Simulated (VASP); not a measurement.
A run of VASP 6.6.1 is set up as follows.

Contents of POSCAR:

```
Zr
1.0
    3.2745311931      0.0000000000      0.0000000000
   -1.6372655966      2.8358271987      0.0000000000
    0.0000000000      0.0000000000      5.2147314515
Zr
2
Direct
    0.6666666667      0.3333333333      0.7500000000
    0.3333333333      0.6666666667      0.2500000000
```

INCAR.step1

```
PREC = Accurate
ENCUT = 520
ISMEAR = -1
SIGMA = 0.05
LREAL = False
LASPH = True
NELM = 60
NBANDS = 19
GGA = PE
ALGO = Normal
EDIFF = 1E-4
LWAVE = True
LCHARG = False
```

The input INCAR.step2:

```
PREC = Accurate
ENCUT = 520
EDIFF = 1E-6
ISMEAR = -1
SIGMA = 0.05
LREAL = False
LASPH = True
NELM = 60
ALGO = Normal
ISIF = 2
LWAVE = False
LCHARG = False
METAGGA = R2SCAN
LMIXTAU = True
NBANDS = 19
ISTART = 1
```

File KPOINTS:

```
Automatic mesh
0
Gamma
  9 9 5
```

Potentials or basis: VASP PAW PBE potentials, release 64 (Zr_sv).

Launch:

```console
$ cat potpaw_PBE.64/Zr_sv/POTCAR > POTCAR
$ cp INCAR.step1 INCAR
$ mpirun -np 1 vasp_std > vasp.out
$ cp INCAR.step2 INCAR
$ mpirun -np 1 vasp_std > vasp.out
```

Task: Estimate the pressure.

Result: -2.8 GPa.

Task: Estimate the band gap on the k mesh.

Result: Zero (band 12 reaches 9.58 eV, above the bottom of band 13 at 8.28 eV).

Stress tensor (GPa, compression positive):
```
-2.74  0.00  0.00
 0.00 -2.74  0.00
 0.00  0.00 -2.95
```

Caveat: the PAW data sets were made with another functional, which shifts forces and pressure a little.
